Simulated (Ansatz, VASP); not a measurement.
## One calculation of Lu, two programs

INCAR

```
SYSTEM = Lu
PREC = Accurate ; ENCUT = 520
EDIFF = 1E-6 ; ISMEAR = -1
SIGMA = 0.1 ; LREAL = .FALSE.
LASPH = .TRUE. ; NELM = 80
ALGO = Normal ; ISIF = 2
LWAVE = .FALSE. ; LCHARG = .FALSE.
GGA = PE ; NBANDS = 44
```

The input KPOINTS:

```
Automatic mesh
0
G
  7 7 10
  0 0 0
```

Contents of POSCAR:

```
Lu
1.0
    5.2174248671      0.0000000000      0.0000000000
   -2.6087124336      4.5184224772      0.0000000000
    0.0000000000      0.0000000000      3.2558723144
Lu
3
Direct
    0.0000000000      0.0000000000      0.0000000000
    0.3333333333      0.6666666667      0.5000000000
    0.6666666667      0.3333333333      0.5000000000
```

Input for Ansatz:

```yaml
crystal:
  lattice:
    - [5.2174248671, 0.0, 0.0]
    - [-2.6087124336, 4.5184224772, 0.0]
    - [0.0, 0.0, 3.2558723144]
  atoms:
    - { symbol: Lu, position: [0.0, 0.0, 0.0] }
    - { symbol: Lu, position: [0.3333333333, 0.6666666667, 0.5] }
    - { symbol: Lu, position: [0.6666666667, 0.3333333333, 0.5] }
kpoints:
  mp_grid: { grid: [7, 7, 10] }
scf:
  occupations: { method: fermi_dirac, width: 0.1 }
hamiltonian:
  xc: pbe
  pseudopotentials: { kind: all_electron, lapw: { basis_error: 0.001 } }
output:
  forces: true
  stress: true
  eigenvalues: true
  populations: true
```

Change from the starting cell: volume scaled by 0.88, LAPW.

Alike in both runs: task single point; functional PBE; k mesh 7 × 7 × 10; occupations fermi-dirac, width 0.1 eV; no spin polarisation.

|  | VASP | Ansatz |
| --- | --- | --- |
| version | VASP 6.6.1 | Ansatz 0.2.0 |
| potentials or method | VASP PAW PBE potentials, release 64 (Lu), cutoff 520 eV | all-electron LAPW, scalar-relativistic |

|  | VASP | Ansatz | Ansatz less VASP |
| --- | --- | --- | --- |
| pressure (GPa) | 7.5 | 6.9 | -0.65 |

Ansatz ran all-electron here, and VASP with PAW potentials.

Spin-orbit coupling is off throughout.
